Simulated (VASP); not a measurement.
# SnO (P1) in VASP: notebook

The runs below take SnO through single point, with LDA.

All numbers are computed with VASP 6.6.1; they aren't measurements. Logs are shortened: lines on timing, memory, paths and dates and some standing lists are left out, and cuts for length are marked.

### 1 The cell of the first run

The typed cell holds 4 atoms: a = 3.355 Å, b = 5.674 Å, c = 4.222 Å, α = 90.00°, β = 90.00°, γ = 90.00°.

### 2 Single point, LDA (atom 1 (Sn) moved by (+0.450, +0.450) A along [1 1 0] and z)

INCAR reads:

```
PREC = Accurate
ENCUT = 520
EDIFF = 1E-6
ISMEAR = 0
SIGMA = 0.05
LREAL = F
LASPH = T
NELM = 100
ALGO = Normal
ISIF = 2
LWAVE = F
LCHARG = F
NBANDS = 28
```

KPOINTS reads:

```
Automatic mesh
0
Gamma
  8 6 6
```

POSCAR reads:

```
SnO
1.0
    3.3550050000      0.0000000000      0.0000000000
    0.0000000000      5.6741040000      0.0000000000
    0.0000000000      0.0000000000      4.2219700000
Sn O
2 2
Direct
    0.0948427950      0.2879879953      0.6197293144
    0.5000000000      0.7680910000      0.0131440000
    0.0000000000      0.8912500000      0.7368570000
    0.5000000000      0.1087500000      0.2368570000
```

Potentials or basis: VASP PAW LDA potentials, release 64 (Sn_d, O).

The run is started by

```
cat potpaw_LDA.64/Sn_d/POTCAR potpaw_LDA.64/O/POTCAR > POTCAR
mpirun -np 1 vasp_std > vasp.out
```

OUTCAR:

```text
PREC = Accurate
   ENCUT = 520
   EDIFF = 1E-6
   ISMEAR = 0
   LREAL = F
   LASPH = T
   NELM = 100
   ISIF = 2

 ion  position               nearest neighbor table
   1  0.095  0.288  0.620-   3 2.33   4 2.34   4 2.76   2 3.47   2 3.65
   2  0.500  0.768  0.013-   4 2.15   3 2.16   3 2.16   1 3.47   1 3.65
   3  0.000  0.891  0.737-   2 2.16   2 2.16   1 2.33
   4  0.500  0.109  0.237-   2 2.15   1 2.34   1 2.76

  LATTYP: Found a simple orthorhombic cell.
 ALAT       =     3.3550050000
 B/A-ratio  =     1.2584094510
 C/A-ratio  =     1.6912356315

  Lattice vectors:

 A1 = (  -3.3550050000,   0.0000000000,   0.0000000000)
 A2 = (   0.0000000000,   0.0000000000,   4.2219700000)
 A3 = (   0.0000000000,   5.6741040000,   0.0000000000)

Analysis of symmetry for initial positions (statically):
=====================================================================
 Subroutine PRICEL returns:
 Original cell was already a primitive cell.

 Routine SETGRP: Setting up the symmetry group for a
 simple orthorhombic supercell.

 Subroutine GETGRP returns: Found  1 space group operations
 (whereof  1 operations were pure point group operations)
 out of a pool of  8 trial point group operations.

The static configuration has the point symmetry C_1 .

Analysis of symmetry for dynamics (positions and initial velocities):
=====================================================================
 Subroutine PRICEL returns:
 Original cell was already a primitive cell.

 Routine SETGRP: Setting up the symmetry group for a
 simple orthorhombic supercell.

 Subroutine GETGRP returns: Found  1 space group operations
 (whereof  1 operations were pure point group operations)
 out of a pool of  8 trial point group operations.

The dynamic configuration has the point symmetry C_1 .

 Subroutine INISYM returns: Found  1 space group operations
 (whereof  1 operations are pure point group operations),
 and found     1 'primitive' translations

----------------------------------------------------------------------------------------

                                     Primitive cell

  volume of cell :      80.3722

  direct lattice vectors                    reciprocal lattice vectors
[... 81 lines left out ...]
 SYSTEM =  unknown system
   PREC   = accura    normal or accurate (medium, high low for compatibility)
   ISTART =      0    job   : 0-new  1-cont  2-samecut
   ICHARG =      2    charge: 1-file 2-atom 10-const
   ISPIN  =      1    spin polarized calculation?
   LNONCOLLINEAR =      F non collinear calculations
   LSORBIT =      F    spin-orbit coupling
   LASPH  =      T    aspherical Exc in radial PAW
   ENCUT  =  520.0 eV  38.22 Ry    6.18 a.u.   6.24 10.55  7.85*2*pi/ulx,y,z
   NELM   =    100;   NELMIN=  2; NELMDL= -5     # of ELM steps
   EDIFF  = 0.1E-05   stopping-criterion for ELM
   LREAL  =      F    real-space projection
   EDIFFG = 0.1E-04   stopping-criterion for IOM
   NSW    =      0    number of steps for IOM
   IBRION =     -1    ionic relax: 0-MD 1-quasi-New 2-CG
   NFREE  =      0    steps in history (QN), initial steepest desc. (CG)
   ISIF   =      2    stress and relaxation
   ISYM   =      2    0-nonsym 1-usesym 2-fastsym
   POTIM  = 0.5000    time-step for ionic-motion
   TEBEG  =    0.0;   TEEND  =   0.0 temperature during run
   PSTRESS=    0.0 pullay stress
   NELECT =      40.0000    total number of electrons
   NUPDOWN=      -1.0000    fix difference up-down
   EMIN   =  10.00;   EMAX   =-10.00  energy-range for DOS
   EFERMI =   0.00;   METHOD = LEGACY
   ISMEAR =     0;   SIGMA  =   0.05  broadening in eV -4-tet -1-fermi 0-gaus
   EFERMI_NEDOS =   21; number of points for ismear=-14 and -15
   IALGO  =     38    algorithm
   IMIX   =      4    mixing-type and parameters
     AMIX     =   0.40;   BMIX     =  1.00
     AMIX_MAG =   1.60;   BMIX_MAG =  1.00
  volume/ion in A,a.u.               =      20.09       135.59
  Fermi-wavevector in a.u.,A,eV,Ry     =   1.297357  2.451650 22.900458  1.683136
  Thomas-Fermi vector in A             =   2.428755
   LORBIT       =      0    0 simple, 1 ext, 2 COOP (PROOUT), +10 PAW based schemes
   GGA     = CA    functional components
   LHFCALC =     F    Hartree Fock is set to
   AEXX    =    0.0000 exact exchange contribution
   IVDW    =     0    specifies the selected vdW correction
   LEPSILON=     F    determine dielectric tensor
   LRPA    =     F    only Hartree local field effects (RPA)
 non-spin polarized calculation
 Gauss-broadening in eV      SIGMA  =   0.05
  energy-cutoff  :      520.00
  volume of cell :       80.37
 maximum number of plane-waves:      2178
 NGX is ok and might be reduce to    28
   NGX = 13   NGY = 21   NGZ = 15

 number of electron      39.9999996 magnetization

 Free energy of the ion-electron system (eV)
  ---------------------------------------------------
  ext. energy  EPLUGINS =         0.00000000
  ---------------------------------------------------
  free energy    TOTEN  =       -23.93461374 eV

  energy without entropy =      -23.93461374  energy(sigma->0) =      -23.93461374

 E-fermi :   4.5345     XC(G=0): -10.0860

 val. band max:        4.3154220650   @ k =   0.0000   0.0000   0.0000
 cond. band min:       4.8305878791   @ k =   0.5000   0.3333   0.3333
 fundamental gap:      0.5151658140
 Fermi energy:         4.5345443893

 k-point     1 :       0.0000    0.0000    0.0000
  band No.  band energies     occupation
      1     -16.8630      2.00000
      2     -16.7549      2.00000
      3     -16.7137      2.00000
      4     -16.6759      2.00000
      5     -16.6438      2.00000
      6     -16.3502      2.00000
[... 733 lines left out ...]
     27      13.5247      0.00000
     28      14.1086      0.00000

 [... further k-points ...]
[... 5 lines left out ...]
  --------------------------------------------------------------------------------------
  -------------------------------------------------------------------------------------
  Total       -4.1897242     -7.6447110     -6.6667578     -0.0564889     -1.9707259      0.5457253
  in kB      -83.5199853   -152.3933603   -132.8983702     -1.1260763    -39.2854028     10.8787522
  external PRESSURE =    -122.9372386 kB  Pullay stress =       0.0000000 kB

 VOLUME and BASIS-vectors are now :
 -----------------------------------------------------------------------------
  energy-cutoff  :      520.00
  volume of cell :       80.37
      direct lattice vectors                 reciprocal lattice vectors
     3.355005000  0.000000000  0.000000000     0.298062149  0.000000000  0.000000000
     0.000000000  5.674104000  0.000000000     0.000000000  0.176239279  0.000000000
     0.000000000  0.000000000  4.221970000     0.000000000  0.000000000  0.236856254

 POSITION                                       TOTAL-FORCE (eV/Angst)
 -----------------------------------------------------------------------------------
      0.31820      1.63407      2.61648         0.067998     -3.093919     -1.449590
      1.67750      4.35823      0.05549         0.062778      1.872344      0.205723
      0.00000      5.05705      3.11099         0.231135      0.417161      0.584884
      1.67750      0.61706      1.00000        -0.361911      0.804414      0.658983
 -----------------------------------------------------------------------------------
    total drift:                               -0.000472     -0.000708     -0.000256

  FREE ENERGIE OF THE ION-ELECTRON SYSTEM (eV)
  ---------------------------------------------------
  free  energy   TOTEN  =       -23.9346137400 eV

  energy  without entropy=      -23.9346137400  energy(sigma->0) =      -23.93461374
```

It took 4.9 min on 1 thread of Intel Xeon 6975P-C, shared host; peak memory 0.36 GiB.

Results:

```yaml
Free_energy: -23.9346 eV
Pressure: -12.3 GPa
Largest_force: 3.417 eV/Å
Band_gap_on_the_k_mesh: 0.52 eV, indirect (least direct gap 0.81 eV)
```

Forces on the atoms (eV/Å):
```
Sn   0.068 -3.094 -1.450
Sn   0.063  1.872  0.206
O    0.231  0.417  0.585
O   -0.362  0.804  0.659
```

Levels at points of the mesh, in eV from the valence-band top:
```
           k point  band 16  band 17  band 18  band 19  band 20  band 21  band 22  band 23  band 24  band 25
(0.00, 0.00, 0.00)    -2.94    -2.65    -1.42    -0.95     0.00     2.56     3.07     4.78     6.16     7.29
(0.50, 0.00, 0.00)    -3.46    -2.25    -1.64    -1.38    -1.11     1.11     3.01     4.48     5.15     6.08
(0.00, 0.50, 0.00)    -3.16    -2.88    -1.47    -0.97    -0.91     2.87     3.29     4.84     5.58     6.27
(0.50, 0.50, 0.00)    -3.05    -2.08    -1.78    -1.33    -0.82     0.79     2.20     4.44     5.63     6.28
(0.00, 0.00, 0.50)    -2.90    -2.70    -1.40    -1.09    -1.00     2.43     3.09     4.68     6.08     6.68
(0.50, 0.00, 0.50)    -3.25    -2.88    -2.45    -1.50    -0.83     0.55     2.19     4.08     4.47     5.79
(0.00, 0.50, 0.50)    -2.36    -2.15    -2.05    -1.13    -0.97     1.57     2.06     5.32     6.45     7.25
(0.50, 0.50, 0.50)    -3.48    -2.99    -2.58    -0.85    -0.02     1.16     1.95     3.46     4.28     5.55
```

Caveat: the cell differs from its parent crystal (atom 1 (Sn) moved by (+0.450, +0.450) A along [1 1 0] and z); spin-orbit coupling is left out, which moves the levels of the heavy elements; forces of over 1 eV/Å act on the atoms, so gaps and moduli don't describe the material at rest. A k mesh can miss the band edges.

### 3 Single point, LDA (atom 1 (Sn) moved by (-0.225, +0.450) A along [1 1 0] and z)

Edit INCAR of step 2 so:

```diff
@@ -7,3 +7,3 @@
 LASPH = T
-NELM = 100
+NELM = 60
 ALGO = Normal
```

KPOINTS is that of step 2.

Edit POSCAR of step 2 so:

```diff
@@ -8,3 +8,3 @@
 Direct
-    0.0948427950      0.2879879953      0.6197293144
+   -0.0474213975      0.2038695024      0.6197293144
     0.5000000000      0.7680910000      0.0131440000
```

Potentials or basis: VASP PAW LDA potentials, release 64 (Sn_d, O).

The run is started by

```
cat potpaw_LDA.64/Sn_d/POTCAR potpaw_LDA.64/O/POTCAR > POTCAR
mpirun -np 1 vasp_std > vasp.out
```

Run time: 1.9 min. Hardware: 1 thread of Intel Xeon 6975P-C (Granite Rapids), shared host; peak memory 0.36 GiB.

It converged, with:

```yaml
Free_energy: -24.2760 eV
Pressure: 0.2 GPa
Largest_force: 4.977 eV/Å
Band_gap_on_the_k_mesh: 1.24 eV, indirect (least direct gap 1.63 eV)
```

Forces in eV/Å, atoms in the order of the input:
```
Sn  -0.222  4.078 -2.846
Sn  -0.089  0.219  0.912
O    0.228 -3.950  1.209
O    0.083 -0.347  0.725
```

Stress tensor (GPa, compression positive):
```
-4.30 -0.60  0.13
-0.60 11.88 -9.28
 0.13 -9.28 -7.13
```

Levels at points of the mesh, in eV from the valence-band top:
```tsv
k point	band 18	band 19	band 20	band 21	band 22	band 23
(0.00, 0.00, 0.00)	-1.92	-1.55	0.00	3.09	3.49	5.78
(0.50, 0.00, 0.00)	-1.89	-1.25	-0.56	1.49	2.68	5.53
(0.00, 0.50, 0.00)	-1.71	-1.56	-1.03	3.26	4.41	4.90
(0.50, 0.50, 0.00)	-2.08	-0.74	-0.41	1.32	2.20	5.47
(0.00, 0.00, 0.50)	-1.72	-1.67	-1.16	2.40	3.28	4.88
(0.50, 0.00, 0.50)	-2.84	-1.08	-0.79	2.18	2.90	3.85
(0.00, 0.50, 0.50)	-1.68	-1.66	-0.75	1.90	2.42	5.82
(0.50, 0.50, 0.50)	-2.98	-0.47	-0.16	2.24	2.41	4.39
```

Caveat: the cell differs from its parent crystal (atom 1 (Sn) moved by (-0.225, +0.450) A along [1 1 0] and z); spin-orbit coupling is left out, which moves the levels of the heavy elements; forces of over 1 eV/Å act on the atoms, so gaps and moduli don't describe the material at rest.

### 4 Single point, LDA (atom 1 (Sn) moved by (+0.225, -0.450) A along [1 1 0] and z)

INCAR reads:

```
SYSTEM = SnO
ALGO = Normal ; EDIFF = 1E-7
ENCUT = 520 ; GGA = CA
ISIF = 2 ; ISMEAR = 0
LASPH = .True. ; LCHARG = .True.
LELF = .True. ; LREAL = .False.
LVHAR = .True. ; LWAVE = .False.
NBANDS = 28 ; NELM = 100
PREC = Accurate ; SIGMA = 0.05
```

KPOINTS reads:

```
k-points
0
Gamma
  8 6 6
  0 0 0
```

Edit POSCAR of step 3 so:

```diff
@@ -8,3 +8,3 @@
 Direct
-   -0.0474213975      0.2038695024      0.6197293144
+    0.0474213975      0.2599484976      0.4065586856
     0.5000000000      0.7680910000      0.0131440000
```

The run is started by

```
cat potpaw_LDA.64/Sn_d/POTCAR potpaw_LDA.64/O/POTCAR > POTCAR
mpirun -np 1 vasp_std > vasp.out
```

Wall time 2 min (1 thread of Intel Xeon 6975P-C (Granite Rapids), shared host); peak memory 0.35 GiB.

The run converged. Its results:

- Free energy: -24.4620 eV
- Pressure: -1.7 GPa
- Largest force: 3.489 eV/Å
- Band gap on the k mesh: 0.83 eV, indirect (least direct gap 1.99 eV)

Forces in eV/Å, atoms in the order of the input:
```
Sn  -2.461  0.788  2.345
Sn   0.043  0.703 -1.014
O    0.098  0.321  0.314
O    2.320 -1.812 -1.644
```

Stress tensor (GPa, compression positive):
```
 1.39 -4.48 -3.18
-4.48 -2.89  6.08
-3.18  6.08 -3.53
```

Levels at points of the mesh, in eV from the valence-band top:
```csv
k point,band 17,band 18,band 19,band 20,band 21,band 22,band 23,band 24
"(0.00, 0.00, 0.00)",-3.47,-2.74,-2.22,0.00,2.16,2.55,4.39,5.94
"(0.50, 0.00, 0.00)",-3.43,-2.27,-1.76,-1.44,2.40,3.29,4.00,5.13
"(0.00, 0.50, 0.00)",-3.99,-2.76,-1.88,-1.55,2.86,3.58,3.90,4.75
"(0.50, 0.50, 0.00)",-3.46,-2.35,-1.45,-1.17,1.54,2.10,5.15,5.90
"(0.00, 0.00, 0.50)",-3.29,-2.83,-1.76,-1.59,1.56,2.47,4.12,5.43
"(0.50, 0.00, 0.50)",-3.61,-2.62,-1.62,-1.28,0.83,2.05,3.99,5.27
"(0.00, 0.50, 0.50)",-2.89,-2.83,-2.28,-1.03,1.24,1.85,4.57,5.71
"(0.50, 0.50, 0.50)",-3.79,-3.09,-0.88,-0.79,1.78,2.46,3.39,3.71
```

Caveat: the cell differs from its parent crystal (atom 1 (Sn) moved by (+0.225, -0.450) A along [1 1 0] and z); spin-orbit coupling is left out, which moves the levels of the heavy elements; forces of over 1 eV/Å act on the atoms, so gaps and moduli don't describe the material at rest.
